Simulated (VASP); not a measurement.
# LiBe (Fm-3m) in VASP: a series of runs

Runs on LiBe. Level: r2SCAN. Tasks: single point, relaxation of cell and atoms.

All numbers are computed with VASP 6.6.1; they aren't measurements. Logs are shortened: lines on timing, memory, paths and dates and some standing lists are left out, and cuts for length are marked.

**1. The cell of the first run**

The structure is cubic, space group Fm-3m (No. 225). The conventional cell has a = 4.728 Å, b = 4.728 Å, c = 4.728 Å, α = 90.00°, β = 90.00°, γ = 90.00°. Within 3.1 Å of Li (site symmetry m-3m) lie 6 Be at 2.36 Å. Within 3.1 Å of Be (site symmetry m-3m) lie 6 Li at 2.36 Å.

**2. Single point, r2SCAN**

The input, POSCAR:

```
LiBe
1.0
    0.0000000000      2.3640243388      2.3640243388
    2.3640243388      0.0000000000      2.3640243388
    2.3640243388      2.3640243388      0.0000000000
Li Be
1 1
Direct
    0.0000000000      0.0000000000      0.0000000000
    0.5000000000      0.5000000000      0.5000000000
```

The input, INCAR.step1:

```
SYSTEM = LiBe
PREC = Accurate
ENCUT = 830
ISMEAR = 1
SIGMA = 0.1
LREAL = .FALSE.
LASPH = .TRUE.
NELM = 120
NBANDS = 10
GGA = PE
ALGO = Normal
EDIFF = 1E-5
LWAVE = .TRUE.
LCHARG = .FALSE.
GGA_COMPAT = .FALSE.
```

The input, INCAR.step2:

```
SYSTEM = LiBe
PREC = Accurate
ENCUT = 830
EDIFF = 1E-6
ISMEAR = 1
SIGMA = 0.1
LREAL = .FALSE.
LASPH = .TRUE.
NELM = 120
ALGO = Normal
ISIF = 2
LWAVE = .FALSE.
LCHARG = .FALSE.
METAGGA = R2SCAN
LMIXTAU = .TRUE.
NBANDS = 10
ISTART = 1
GGA_COMPAT = .FALSE.
```

The input, KPOINTS:

```
Automatic mesh
0
G
  8 8 8
  0 0 0
```

Potentials or basis: VASP PAW PBE potentials, release 64 (Li_sv, Be).

Launch:

```bash
$ cat potpaw_PBE.64/Li_sv/POTCAR potpaw_PBE.64/Be/POTCAR > POTCAR
$ cp INCAR.step1 INCAR
$ mpirun -np 1 vasp_std > vasp.out
$ cp INCAR.step2 INCAR
$ mpirun -np 1 vasp_std > vasp.out
```

OUTCAR:

```text
SYSTEM = LiBe
   PREC = Accurate
   ENCUT = 830
   EDIFF = 1E-6
   ISMEAR = 1
   LREAL = .FALSE.
   LASPH = .TRUE.
   NELM = 120
   ISIF = 2
   METAGGA = R2SCAN
   ISTART = 1

 ion  position               nearest neighbor table
   1  0.000  0.000  0.000-   2 2.36   2 2.36   2 2.36   2 2.36   2 2.36   2 2.36
   2  0.500  0.500  0.500-   1 2.36   1 2.36   1 2.36   1 2.36   1 2.36   1 2.36

  LATTYP: Found a face centered cubic cell.
 ALAT       =     4.7280486776

  Lattice vectors:

 A1 = (   0.0000000000,   2.3640243388,   2.3640243388)
 A2 = (   2.3640243388,   0.0000000000,   2.3640243388)
 A3 = (   2.3640243388,   2.3640243388,   0.0000000000)

Analysis of symmetry for initial positions (statically):
=====================================================================
 Subroutine PRICEL returns:
 Original cell was already a primitive cell.

 Routine SETGRP: Setting up the symmetry group for a
 face centered cubic supercell.

 Subroutine GETGRP returns: Found 48 space group operations
 (whereof 48 operations were pure point group operations)
 out of a pool of 48 trial point group operations.

The static configuration has the point symmetry O_h .

Analysis of symmetry for dynamics (positions and initial velocities):
=====================================================================
 Subroutine PRICEL returns:
 Original cell was already a primitive cell.

 Routine SETGRP: Setting up the symmetry group for a
 face centered cubic supercell.

 Subroutine GETGRP returns: Found 48 space group operations
 (whereof 48 operations were pure point group operations)
 out of a pool of 48 trial point group operations.

The dynamic configuration has the point symmetry O_h .

 Subroutine INISYM returns: Found 48 space group operations
 (whereof 48 operations are pure point group operations),
 and found     1 'primitive' translations

----------------------------------------------------------------------------------------

                                     Primitive cell

  volume of cell :      26.4232

  direct lattice vectors                    reciprocal lattice vectors
     0.000000000  2.364024339  2.364024339    -0.211503745  0.211503745  0.211503745
     2.364024339  0.000000000  2.364024339     0.211503745 -0.211503745  0.211503745
     2.364024339  2.364024339  0.000000000     0.211503745  0.211503745 -0.211503745

  length of vectors
     3.343235282  3.343235282  3.343235282     0.366335232  0.366335232  0.366335232

  position of ions in fractional coordinates (direct lattice)
     0.000000000  0.000000000  0.000000000
     0.500000000  0.500000000  0.500000000

  ion indices of the primitive-cell ions
   primitive index   ion index
                 1           1
                 2           2

----------------------------------------------------------------------------------------

 KPOINTS: Automatic mesh

Automatic generation of k-mesh.
 Grid dimensions read from file:
 generate k-points for:    8    8    8

 Generating k-lattice:

  Cartesian coordinates                     Fractional coordinates (reciprocal lattice)
    -0.026437968  0.026437968  0.026437968     0.125000000  0.000000000  0.000000000
     0.026437968 -0.026437968  0.026437968     0.000000000  0.125000000  0.000000000
     0.026437968  0.026437968 -0.026437968     0.000000000  0.000000000  0.125000000

  Length of vectors
     0.045791904  0.045791904  0.045791904

  Shift w.r.t. Gamma in fractional coordinates (k-lattice)
     0.000000000  0.000000000  0.000000000

 Subroutine IBZKPT returns following result:
 ===========================================

 Found     29 irreducible k-points:

 Following reciprocal coordinates:
            Coordinates               Weight
  0.000000  0.000000  0.000000      1.000000
  0.125000  0.000000  0.000000      8.000000
  0.250000  0.000000  0.000000      8.000000
  0.375000  0.000000  0.000000      8.000000
  0.500000  0.000000  0.000000      4.000000
  0.125000  0.125000  0.000000      6.000000
[... 16 lines left out ...]
  0.500000  0.250000  0.125000     48.000000
 -0.375000  0.250000  0.125000     24.000000
 [... further k-points ...]
   k-points           NKPTS =     29   k-points in BZ     NKDIM =     29   number of bands    NBANDS=     10
   number of dos      NEDOS =    301   number of ions     NIONS =      2
   total plane-waves  NPLWV =  32768
   dimension x,y,z NGX =    32 NGY =   32 NGZ =   32
   dimension x,y,z NGXF=    64 NGYF=   64 NGZF=   64
   ions per type =               1   1
   NGX,Y,Z   is equivalent  to a cutoff of  15.91, 15.91, 15.91 a.u.
   NGXF,Y,Z  is equivalent  to a cutoff of  31.82, 31.82, 31.82 a.u.
 SYSTEM =  LiBe
   PREC   = accura    normal or accurate (medium, high low for compatibility)
   ISTART =      1    job   : 0-new  1-cont  2-samecut
   ICHARG =      0    charge: 1-file 2-atom 10-const
   ISPIN  =      1    spin polarized calculation?
   LNONCOLLINEAR =      F non collinear calculations
   LSORBIT =      F    spin-orbit coupling
   LASPH  =      T    aspherical Exc in radial PAW
   ENCUT  =  830.0 eV  61.00 Ry    7.81 a.u.   7.85  7.85  7.85*2*pi/ulx,y,z
   NELM   =    120;   NELMIN=  2; NELMDL=  0     # of ELM steps
   EDIFF  = 0.1E-05   stopping-criterion for ELM
   LREAL  =      F    real-space projection
   EDIFFG = 0.1E-04   stopping-criterion for IOM
   NSW    =      0    number of steps for IOM
   IBRION =     -1    ionic relax: 0-MD 1-quasi-New 2-CG
   NFREE  =      0    steps in history (QN), initial steepest desc. (CG)
   ISIF   =      2    stress and relaxation
   ISYM   =      2    0-nonsym 1-usesym 2-fastsym
   POTIM  = 0.5000    time-step for ionic-motion
   TEBEG  =    0.0;   TEEND  =   0.0 temperature during run
   PSTRESS=    0.0 pullay stress
   NELECT =       5.0000    total number of electrons
   NUPDOWN=      -1.0000    fix difference up-down
   EMIN   =  10.00;   EMAX   =-10.00  energy-range for DOS
   EFERMI =   0.00;   METHOD = LEGACY
   ISMEAR =     1;   SIGMA  =   0.10  broadening in eV -4-tet -1-fermi 0-gaus
   EFERMI_NEDOS =   21; number of points for ismear=-14 and -15
   IALGO  =     38    algorithm
   IMIX   =      4    mixing-type and parameters
     AMIX     =   0.40;   BMIX     =  1.00
     AMIX_MAG =   1.60;   BMIX_MAG =  1.00
  volume/ion in A,a.u.               =      13.21        89.16
  Fermi-wavevector in a.u.,A,eV,Ry     =   0.939874  1.776104 12.018881  0.883363
  Thomas-Fermi vector in A             =   2.067229
   LORBIT       =      0    0 simple, 1 ext, 2 COOP (PROOUT), +10 PAW based schemes
   METAGGA = R2SCAN    functional components
   LHFCALC =     F    Hartree Fock is set to
   AEXX    =    0.0000 exact exchange contribution
   IVDW    =     0    specifies the selected vdW correction
   LEPSILON=     F    determine dielectric tensor
   LRPA    =     F    only Hartree local field effects (RPA)
 non-spin polarized calculation
 Methfessel and Paxton  Order N= 1 SIGMA  =   0.10
  energy-cutoff  :      830.00
  volume of cell :       26.42
 maximum number of plane-waves:      1459
   NGX = 15   NGY = 15   NGZ = 15

 number of electron       4.9999999 magnetization

 Free energy of the ion-electron system (eV)
  ---------------------------------------------------
  ext. energy  EPLUGINS =         0.00000000
  ---------------------------------------------------
  free energy    TOTEN  =        -5.00561630 eV

  energy without entropy =       -5.00357994  energy(sigma->0) =       -5.00493752

 E-fermi :   2.6174     XC(G=0):  -9.1785

 val. band max:        2.3495055374   @ k =   0.5000   0.5000   0.0000
 cond. band min:       2.6456335047   @ k =   0.5000   0.2500   0.1250
 fundamental gap:      0.2961279672
 Fermi energy:         2.6173572182

 k-point     1 :       0.0000    0.0000    0.0000
  band No.  band energies     occupation
      1     -44.7554      2.00000
      2      -4.4239      2.00000
      3       9.1813      0.00000
      4       9.1813      0.00000
      5       9.1813      0.00000
      6      15.6373      0.00000
      7      15.6373      0.00000
      8      15.6373      0.00000
      9      17.9848      0.00000
     10      18.4125      0.00000

 k-point     2 :       0.1250    0.0000    0.0000
  band No.  band energies     occupation
      1     -44.7542      2.00000
      2      -4.1789      2.00000
      3       7.7451      0.00000
      4       8.9907      0.00000
      5       8.9907      0.00000
      6      14.8399      0.00000
      7      15.9072      0.00000
      8      15.9072      0.00000
      9      17.0468      0.00000
     10      17.0468      0.00000

 k-point     3 :       0.2500    0.0000    0.0000
  band No.  band energies     occupation
      1     -44.7511      2.00000
      2      -3.4414      2.00000
      3       4.9221      0.00000
      4       8.6783      0.00000
      5       8.6783      0.00000
      6      14.0692      0.00000
      7      14.0692      0.00000
      8      14.7244      0.00000
      9      18.7428      0.00000
     10      18.8091      0.00000

 k-point     4 :       0.3750    0.0000    0.0000
  band No.  band energies     occupation
      1     -44.7480      2.00000
      2      -2.2230      2.00000
      3       2.1901      2.00000
      4       8.5259      0.00000
      5       8.5259      0.00000
      6      12.5714      0.00000
      7      12.5714      0.00000
      8      14.8758      0.00000
      9      19.3537      0.00000
     10      21.8927      0.00000
[... 222 lines left out ...]
 k-point    22 :       0.3750    0.2500    0.1250
  band No.  band energies     occupation
      1     -44.7488      2.00000
      2      -2.7916      2.00000
      3       5.0446      0.00000
      4       5.6706      0.00000
      5       8.1262      0.00000
      6      12.9666      0.00000
      7      13.4667      0.00000
      8      15.9030      0.00000
      9      18.9534      0.00000
     10      21.4318      0.00000

 k-point    23 :       0.5000    0.2500    0.1250
  band No.  band energies     occupation
      1     -44.7463      2.00000
      2      -1.5715      2.00000
      3       2.6456      0.54197
      4       5.3098      0.00000
      5       7.0765      0.00000
      6      13.2047      0.00000
      7      14.6642      0.00000
      8      15.4585      0.00000
      9      19.4307      0.00000
     10      22.2368      0.00000

 k-point    24 :      -0.3750    0.2500    0.1250
  band No.  band energies     occupation
      1     -44.7453      2.00000
      2      -0.2933      2.00000
      3       0.8782      2.00000
      4       5.3757      0.00000
      5       6.5324      0.00000
      6      13.7170      0.00000
      7      13.7935      0.00000
      8      17.1541      0.00000
      9      19.0909      0.00000
     10      21.8721      0.00000

 [... further k-points ...]

------------------------ aborting loop because EDIFF is reached ----------------------------------------

  FORCE on cell =-STRESS in cart. coord.  units (eV):
  Direction    XX          YY          ZZ          XY          YZ          ZX
  --------------------------------------------------------------------------------------
  -------------------------------------------------------------------------------------
  Total        0.0170724      0.0170724      0.0170724      0.0000000      0.0000000     -0.0000000
  in kB        1.0351905      1.0351905      1.0351905      0.0000000      0.0000000     -0.0000000
  external PRESSURE =       1.0351905 kB  Pullay stress =       0.0000000 kB

 VOLUME and BASIS-vectors are now :
 -----------------------------------------------------------------------------
  energy-cutoff  :      830.00
  volume of cell :       26.42
      direct lattice vectors                 reciprocal lattice vectors
     0.000000000  2.364024339  2.364024339    -0.211503745  0.211503745  0.211503745
     2.364024339  0.000000000  2.364024339     0.211503745 -0.211503745  0.211503745
     2.364024339  2.364024339  0.000000000     0.211503745  0.211503745 -0.211503745

 POSITION                                       TOTAL-FORCE (eV/Angst)
 -----------------------------------------------------------------------------------
      0.00000      0.00000      0.00000         0.000000      0.000000      0.000000
      2.36402      2.36402      2.36402        -0.000000      0.000000     -0.000000
 -----------------------------------------------------------------------------------
    total drift:                                0.000000     -0.000000     -0.000000

  FREE ENERGIE OF THE ION-ELECTRON SYSTEM (eV)
  ---------------------------------------------------
  free  energy   TOTEN  =        -5.0056163039 eV

  energy  without entropy=       -5.0035799409  energy(sigma->0) =       -5.00493752
```

Run time: 30 s. Hardware: 1 thread of Intel Xeon Platinum 8488C (Sapphire Rapids), shared host; peak memory 0.18 GiB.

What came out:

* Free energy: -5.0056 eV
* Pressure: 0.1 GPa
* Band gap on the k mesh: zero (an odd number of electrons rules out a gap without spin polarisation)

Caveat: the PAW data sets were made with another functional, which shifts forces and pressure a little.

**3. Relaxation of cell and atoms, r2SCAN**

This run uses another cell than the first one, of 11.93 Å³/atom.

The input, POSCAR:

```
LiBe
1.0
    0.0000000000      2.2850000000      2.2850000000
    2.2850000000      0.0000000000      2.2850000000
    2.2850000000      2.2850000000      0.0000000000
Li Be
1 1
Direct
    0.0000000000      0.0000000000      0.0000000000
    0.5000000000      0.5000000000      0.5000000000
```

INCAR.step1: that of step 2 with these lines changed.

```diff
@@ -8,3 +8,2 @@
 NELM = 120
-NBANDS = 10
 GGA = PE
@@ -15 +14,6 @@
 GGA_COMPAT = .FALSE.
+IBRION = 2
+ISIF = 3
+EDIFFG = -0.005
+NELMIN = 4
+NSW = 100
```

The input, INCAR.step2:

```
SYSTEM = LiBe
PREC = Accurate
ENCUT = 830
EDIFF = 1E-7
ISMEAR = 1
SIGMA = 0.1
LREAL = .FALSE.
LASPH = .TRUE.
NELM = 120
ALGO = Normal
ISIF = 3
LWAVE = .FALSE.
LCHARG = .FALSE.
METAGGA = R2SCAN
LMIXTAU = .TRUE.
IBRION = 2
NSW = 80
EDIFFG = -0.02
ISTART = 1
GGA_COMPAT = .FALSE.
NELMIN = 4
```

The input, KPOINTS:

```
regular mesh
0
G
  8 8 8
  0 0 0
```

Potentials or basis: VASP PAW PBE potentials, release 64 (Li_sv, Be).

Launch:

```bash
$ cat potpaw_PBE.64/Li_sv/POTCAR potpaw_PBE.64/Be/POTCAR > POTCAR
$ cp INCAR.step1 INCAR
$ mpirun -np 1 vasp_std > vasp.out
$ cp INCAR.step2 INCAR
$ mpirun -np 1 vasp_std > vasp.out
```

Run time: 2.5 min. Hardware: 1 thread of Intel Xeon Platinum 8488C (Sapphire Rapids), shared host; peak memory 0.17 GiB.

The run converged. Its results:

| Quantity | Value |
| --- | --- |
| Free energy | -5.0035 eV |
| Relaxed volume | 13.18 Å³/atom |
| Relaxed cell | a = 3.341 Å, b = 3.341 Å, c = 3.341 Å, α = 60.00°, β = 60.00°, γ = 60.00° |
| Space group after relaxing (to 0.1 Å) | Fm-3m (No. 225) |
| Energy gained by relaxing | 14.1 meV/atom |
| Ionic steps | 4 |
| Pressure after relaxing | 0.1 GPa |
| Band gap on the k mesh | zero (an odd number of electrons rules out a gap without spin polarisation) |

Step by step:
```csv
step,energy change (eV),largest force (eV/Å),pressure (GPa),volume (Å³)
1,0.0000,0.0000,3.42,23.86
2,-0.0165,0.0000,2.34,24.75
3,-0.0269,0.0000,0.65,25.88
4,-0.0282,0.0000,0.15,26.36
```

Final structure:
```xyz
2
Lattice="0.0000 2.3622 2.3622 2.3622 0.0000 2.3622 2.3622 2.3622 0.0000" Properties=species:S:1:pos:R:3 pbc="T T T"
Li    4.7243    2.3622    2.3622
Be    2.3622    2.3622    2.3622
```

Levels at points of the mesh, in eV from the Fermi level:
```
           k point  band 1  band 2  band 3  band 4  band 5
(0.00, 0.00, 0.00)  -47.37   -7.05    6.58    6.58    6.58
(0.50, 0.00, 0.00)  -47.36   -3.63   -2.17    5.90    5.90
(0.50, 0.50, 0.00)  -47.36   -2.78   -0.26    2.34    2.34
```

Caveat: the PAW data sets were made with another functional, which shifts forces and pressure a little.

**4. Relaxation of cell and atoms, r2SCAN, target pressure 20 GPa, at which the enthalpy is minimised**

This run uses another cell than the first one, of 11.93 Å³/atom.

POSCAR is that of step 3.

The input, INCAR.step1:

```
PREC     = Accurate       # precision mode
ENCUT    = 830            # plane-wave cutoff, eV
ISMEAR   = 1              # smearing method
SIGMA    = 0.1            # smearing width, eV
LREAL    = False          # projectors in reciprocal space
LASPH    = True           # aspherical terms in the spheres
NELM     = 120            # most SCF steps
GGA      = PE             # functional
ALGO     = Normal         # electronic algorithm
EDIFF    = 1E-5           # SCF threshold, eV
LWAVE    = True           # write WAVECAR
LCHARG   = False          # write CHGCAR
GGA_COMPAT= False        
IBRION   = 2              # ionic algorithm
ISIF     = 3              # what is computed and relaxed
EDIFFG   = -0.005         # ionic threshold
NELMIN   = 4            
NSW      = 100            # ionic steps
```

The input, INCAR.step2:

```
PREC     = Accurate       # precision mode
ENCUT    = 830            # plane-wave cutoff, eV
EDIFF    = 1E-7           # SCF threshold, eV
ISMEAR   = 1              # smearing method
SIGMA    = 0.1            # smearing width, eV
LREAL    = False          # projectors in reciprocal space
LASPH    = True           # aspherical terms in the spheres
NELM     = 120            # most SCF steps
ALGO     = Normal         # electronic algorithm
ISIF     = 3              # what is computed and relaxed
LWAVE    = False          # write WAVECAR
LCHARG   = False          # write CHGCAR
METAGGA  = R2SCAN         # meta-GGA
LMIXTAU  = True         
IBRION   = 2              # ionic algorithm
NSW      = 80             # ionic steps
EDIFFG   = -0.02          # ionic threshold
PSTRESS  = 200.0        
ISTART   = 1            
GGA_COMPAT= False        
NELMIN   = 4
```

The input, KPOINTS:

```
regular mesh
0
Gamma
  8 8 8
```

Launch:

```bash
$ cat potpaw_PBE.64/Li_sv/POTCAR potpaw_PBE.64/Be/POTCAR > POTCAR
$ cp INCAR.step1 INCAR
$ mpirun -np 1 vasp_std > vasp.out
$ cp INCAR.step2 INCAR
$ mpirun -np 1 vasp_std > vasp.out
```

Wall time 1.9 min (1 thread of Intel Xeon Platinum 8488C (Sapphire Rapids), shared host); peak memory 0.18 GiB.

The run converged. Its results:

| Quantity | Value |
| --- | --- |
| Free energy | -4.6543 eV |
| Relaxed volume | 9.18 Å³/atom |
| Relaxed cell | a = 2.961 Å, b = 2.961 Å, c = 2.961 Å, α = 60.00°, β = 60.00°, γ = 60.00° |
| Space group after relaxing (to 0.1 Å) | Fm-3m (No. 225) |
| Energy change on relaxing (the run minimises the enthalpy) | +160.5 meV/atom |
| Ionic steps | 4 |
| Pressure after relaxing | 20.0 GPa |
| Band gap on the k mesh | zero (an odd number of electrons rules out a gap without spin polarisation) |

The path:
```tsv
step	energy change (eV)	largest force (eV/Å)	pressure (GPa)	volume (Å³)
1	0.0000	0.0000	3.42	23.86
2	0.1708	0.0000	12.95	19.85
3	0.2742	0.0000	17.96	18.76
4	0.3211	0.0000	20.03	18.36
```

Final structure:
```cif
data_structure
_symmetry_space_group_name_H-M 'P 1'
_symmetry_Int_Tables_number 1
_cell_length_a 2.9613
_cell_length_b 2.9613
_cell_length_c 2.9613
_cell_angle_alpha 60.000
_cell_angle_beta 60.000
_cell_angle_gamma 60.000
_cell_volume 18.36
loop_
_atom_site_label
_atom_site_type_symbol
_atom_site_fract_x
_atom_site_fract_y
_atom_site_fract_z
_atom_site_occupancy
Li1 Li 0.00000 0.00000 0.00000 1
Be1 Be 0.50000 0.50000 0.50000 1
```

Levels at points of the mesh, in eV from the Fermi level:
```csv
k point,band 1,band 2,band 3,band 4,band 5
"(0.00, 0.00, 0.00)",-47.33,-8.04,8.64,8.64,8.64
"(0.50, 0.00, 0.00)",-47.29,-4.14,-2.56,7.70,7.70
"(0.50, 0.50, 0.00)",-47.28,-3.90,1.11,2.85,2.85
```

Caveat: the cell is relaxed towards a set pressure, so the run minimises the enthalpy, not the energy; the volume moved by over 15 % at a fixed basis, so the end points are rough; the PAW data sets were made with another functional, which shifts forces and pressure a little.

(Continued in part 2 of 2.)
